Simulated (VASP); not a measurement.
# Mo4C in VASP: a series of runs, part 3 of 3

VASP 6.6.1.

### 5 Single point, LDA

Contents of INCAR:

```
ALGO     = Normal         # electronic algorithm
DIPOL    = 0.5 0.5 0.327
EDIFF    = 1E-6           # SCF threshold, eV
ENCUT    = 520            # plane-wave cutoff, eV
GGA      = CA             # functional
IDIPOL   = 3            
ISIF     = 2              # what is computed and relaxed
ISMEAR   = 0              # smearing method
LASPH    = T              # aspherical terms in the spheres
LCHARG   = F              # write CHGCAR
LDIPOL   = T            
LREAL    = F              # projectors in reciprocal space
LWAVE    = F              # write WAVECAR
NBANDS   = 38             # bands
NELM     = 100            # most SCF steps
PREC     = Accurate       # precision mode
SIGMA    = 0.1            # smearing width, eV
```

Contents of KPOINTS:

```
k-points
0
Gamma
  9 9 1
```

Contents of POSCAR:

```
Mo4C
1.0
    3.1111816891      0.0000000000      0.0000000000
    0.0000000000      3.1111816891      0.0000000000
    0.0000000000      0.0000000000     21.5098172784
Mo C
4 1
Direct
    0.5000000000      0.5000000000      0.1859615983
    0.0000000000      0.0000000000      0.2582816382
    0.5000000000      0.5000000000      0.3325055024
    0.0000000000      0.0000000000      0.3956248056
    0.5000000000      0.5000000000      0.4644305969
```

Potentials or basis: VASP PAW LDA potentials, release 64 (Mo_sv, C).

The run is started by

```
cat potpaw_LDA.64/Mo_sv/POTCAR potpaw_LDA.64/C/POTCAR > POTCAR
mpirun -np 1 vasp_std > vasp.out
```

OUTCAR:

```text
EDIFF = 1E-6
   ENCUT = 520
   GGA = CA
   ISIF = 2
   ISMEAR = 0
   LASPH = T
   LREAL = F
   NELM = 100
   PREC = Accurate

 ion  position               nearest neighbor table
   1  0.500  0.500  0.186-   2 2.69   2 2.69   2 2.69   2 2.69   3 3.15
   2  0.000  0.000  0.258-   1 2.69   1 2.69   1 2.69   1 2.69   3 2.72   3 2.72   3 2.72   3 2.72
                             4 2.95
   3  0.500  0.500  0.333-   4 2.59   4 2.59   4 2.59   4 2.59   2 2.72   2 2.72   2 2.72   2 2.72
                             1 3.15
   4  0.000  0.000  0.396-   3 2.59   3 2.59   3 2.59   3 2.59   5 2.65   5 2.65   5 2.65   5 2.65
                             2 2.95
   5  0.500  0.500  0.464-   4 2.65   4 2.65   4 2.65   4 2.65

  LATTYP: Found a simple tetragonal cell.
 ALAT       =     3.1111816891
 C/A-ratio  =     6.9137129965

  Lattice vectors:

 A1 = (   3.1111816891,   0.0000000000,   0.0000000000)
 A2 = (   0.0000000000,   3.1111816891,   0.0000000000)
 A3 = (   0.0000000000,   0.0000000000,  21.5098172784)

Analysis of symmetry for initial positions (statically):
=====================================================================
 Subroutine PRICEL returns:
 Original cell was already a primitive cell.

 Routine SETGRP: Setting up the symmetry group for a
 simple tetragonal supercell.

 Subroutine GETGRP returns: Found  8 space group operations
 (whereof  8 operations were pure point group operations)
 out of a pool of 16 trial point group operations.

The static configuration has the point symmetry C_4v.

Analysis of symmetry for dynamics (positions and initial velocities):
=====================================================================
 Subroutine PRICEL returns:
 Original cell was already a primitive cell.

 Routine SETGRP: Setting up the symmetry group for a
 simple tetragonal supercell.

 Subroutine GETGRP returns: Found  8 space group operations
 (whereof  8 operations were pure point group operations)
 out of a pool of 16 trial point group operations.

The dynamic configuration has the point symmetry C_4v.

 Subroutine INISYM returns: Found  8 space group operations
 (whereof  8 operations are pure point group operations),
 and found     1 'primitive' translations

----------------------------------------------------------------------------------------

                                     Primitive cell

  volume of cell :     208.2032

  direct lattice vectors                    reciprocal lattice vectors
     3.111181689  0.000000000  0.000000000     0.321421280  0.000000000  0.000000000
     0.000000000  3.111181689  0.000000000     0.000000000  0.321421280  0.000000000
     0.000000000  0.000000000 21.509817278     0.000000000  0.000000000  0.046490400

  length of vectors
     3.111181689  3.111181689 21.509817278     0.321421280  0.321421280  0.046490400

  position of ions in fractional coordinates (direct lattice)
     0.500000000  0.500000000  0.185961598
     0.000000000  0.000000000  0.258281638
     0.500000000  0.500000000  0.332505502
     0.000000000  0.000000000  0.395624806
     0.500000000  0.500000000  0.464430597

  ion indices of the primitive-cell ions
   primitive index   ion index
                 1           1
                 2           2
[... 45 lines left out ...]
  0.444444  0.333333  0.000000      8.000000
  0.444444  0.444444  0.000000      4.000000
   k-points           NKPTS =     15   k-points in BZ     NKDIM =     15   number of bands    NBANDS=     38
   number of dos      NEDOS =    301   number of ions     NIONS =      5
   total plane-waves  NPLWV =  92160
   dimension x,y,z NGX =    24 NGY =   24 NGZ =  160
   dimension x,y,z NGXF=    48 NGYF=   48 NGZF=  320
   ions per type =               4   1
   NGX,Y,Z   is equivalent  to a cutoff of  12.82, 12.82, 12.37 a.u.
   NGXF,Y,Z  is equivalent  to a cutoff of  25.65, 25.65, 24.73 a.u.
 SYSTEM =  unknown system
   PREC   = accura    normal or accurate (medium, high low for compatibility)
   ISTART =      0    job   : 0-new  1-cont  2-samecut
   ICHARG =      2    charge: 1-file 2-atom 10-const
   ISPIN  =      1    spin polarized calculation?
   LNONCOLLINEAR =      F non collinear calculations
   LSORBIT =      F    spin-orbit coupling
   LASPH  =      T    aspherical Exc in radial PAW
   ENCUT  =  520.0 eV  38.22 Ry    6.18 a.u.   5.78  5.78 39.99*2*pi/ulx,y,z
   NELM   =    100;   NELMIN=  2; NELMDL= -5     # of ELM steps
   EDIFF  = 0.1E-05   stopping-criterion for ELM
   LREAL  =      F    real-space projection
   EDIFFG = 0.1E-04   stopping-criterion for IOM
   NSW    =      0    number of steps for IOM
   IBRION =     -1    ionic relax: 0-MD 1-quasi-New 2-CG
   NFREE  =      0    steps in history (QN), initial steepest desc. (CG)
   ISIF   =      2    stress and relaxation
   ISYM   =      2    0-nonsym 1-usesym 2-fastsym
   POTIM  = 0.5000    time-step for ionic-motion
   TEBEG  =    0.0;   TEEND  =   0.0 temperature during run
   PSTRESS=    0.0 pullay stress
   NELECT =      60.0000    total number of electrons
   NUPDOWN=      -1.0000    fix difference up-down
   EMIN   =  10.00;   EMAX   =-10.00  energy-range for DOS
   EFERMI =   0.00;   METHOD = LEGACY
   ISMEAR =     0;   SIGMA  =   0.10  broadening in eV -4-tet -1-fermi 0-gaus
   EFERMI_NEDOS =   21; number of points for ismear=-14 and -15
   IALGO  =     38    algorithm
   IMIX   =      4    mixing-type and parameters
     AMIX     =   0.40;   BMIX     =  1.00
     AMIX_MAG =   1.60;   BMIX_MAG =  1.00
  volume/ion in A,a.u.               =      41.64       281.00
  Fermi-wavevector in a.u.,A,eV,Ry     =   1.081341  2.043439 15.909276  1.169299
  Thomas-Fermi vector in A             =   2.217355
   LORBIT       =      0    0 simple, 1 ext, 2 COOP (PROOUT), +10 PAW based schemes
   GGA     = CA    functional components
   LHFCALC =     F    Hartree Fock is set to
   AEXX    =    0.0000 exact exchange contribution
   IVDW    =     0    specifies the selected vdW correction
   LEPSILON=     F    determine dielectric tensor
   LRPA    =     F    only Hartree local field effects (RPA)
 non-spin polarized calculation
 Gauss-broadening in eV      SIGMA  =   0.10
  energy-cutoff  :      520.00
  volume of cell :      208.20
 maximum number of plane-waves:      5636
 NGX is ok and might be reduce to    24
   NGX = 11   NGY = 11   NGZ = 79

 dipolmoment           0.000000      0.000000     -0.356739 electrons x Angstroem

 number of electron      59.9999987 magnetization

 dipolmoment           0.000000      0.000000      0.129472 electrons x Angstroem

 Free energy of the ion-electron system (eV)
  ---------------------------------------------------
  ext. energy  EPLUGINS =         0.00000000
  ---------------------------------------------------
  free energy    TOTEN  =       -50.95588451 eV

  energy without entropy =      -50.93953274  energy(sigma->0) =      -50.94770862

 E-fermi :   0.3164     XC(G=0):  -5.5677

 val. band max:        0.2473544031   @ k =   0.3333   0.2222   0.0000
 cond. band min:       0.3408280943   @ k =   0.3333   0.2222   0.0000
 fundamental gap:      0.0934736912
 Fermi energy:         0.3163964203

 k-point     1 :       0.0000    0.0000    0.0000
  band No.  band energies     occupation
      1     -60.4953      2.00000
      2     -60.1959      2.00000
      3     -60.0164      2.00000
      4     -59.8479      2.00000
      5     -34.9208      2.00000
      6     -34.9208      2.00000
[... 604 lines left out ...]
     37       2.8763      0.00000
     38       3.0614      0.00000

------------------------ aborting loop because EDIFF is reached ----------------------------------------

 vacuum level on the upper side and lower side of the slab       (xc-potential included)         1.028        -1.302

  FORCE on cell =-STRESS in cart. coord.  units (eV):
  Direction    XX          YY          ZZ          XY          YZ          ZX
  --------------------------------------------------------------------------------------
  -------------------------------------------------------------------------------------
  Total       -7.9648529     -7.9648529     -7.7332926      0.0000000      0.0000000     -0.0000000
  in kB      -61.2915876    -61.2915876    -59.5096720      0.0000000      0.0000000     -0.0000000
  external PRESSURE =     -60.6976157 kB  Pullay stress =       0.0000000 kB

 VOLUME and BASIS-vectors are now :
 -----------------------------------------------------------------------------
  energy-cutoff  :      520.00
  volume of cell :      208.20
      direct lattice vectors                 reciprocal lattice vectors
     3.111181689  0.000000000  0.000000000     0.321421280  0.000000000  0.000000000
     0.000000000  3.111181689  0.000000000     0.000000000  0.321421280  0.000000000
     0.000000000  0.000000000 21.509817278     0.000000000  0.000000000  0.046490400

 POSITION                                       TOTAL-FORCE (eV/Angst)
 -----------------------------------------------------------------------------------
      1.55559      1.55559      4.00000        -0.000000      0.000000      1.894323
      0.00000      0.00000      5.55559        -0.000000     -0.000000     -2.038755
      1.55559      1.55559      7.15213        -0.000000     -0.000000     -0.814759
      0.00000      0.00000      8.50982         0.000000     -0.000000      5.211722
      1.55559      1.55559      9.98982        -0.000000      0.000000     -4.252532
 -----------------------------------------------------------------------------------
    total drift:                                0.000000     -0.000000      0.000272

  FREE ENERGIE OF THE ION-ELECTRON SYSTEM (eV)
  ---------------------------------------------------
  free  energy   TOTEN  =       -50.9558845052 eV

  energy  without entropy=      -50.9395327406  energy(sigma->0) =      -50.94770862

 vacuum level on the upper side and lower side of the slab         6.981         4.561
```

Wall time 81 s (1 thread of Intel Xeon 6975P-C (Granite Rapids), shared host); peak memory 0.28 GiB.

Results:

| Property | Result |
| --- | --- |
| Free energy | -50.9559 eV |
| Largest force | 5.212 eV/Å |
| Band gap on the k mesh | zero (band 30 reaches 1.60 eV, above the bottom of band 31 at 0.19 eV) |

Forces in eV/Å, atoms in the order of the input:
```
Mo   0.000  0.000  1.894
Mo   0.000  0.000 -2.039
Mo   0.000  0.000 -0.815
Mo   0.000  0.000  5.212
C    0.000  0.000 -4.253
```
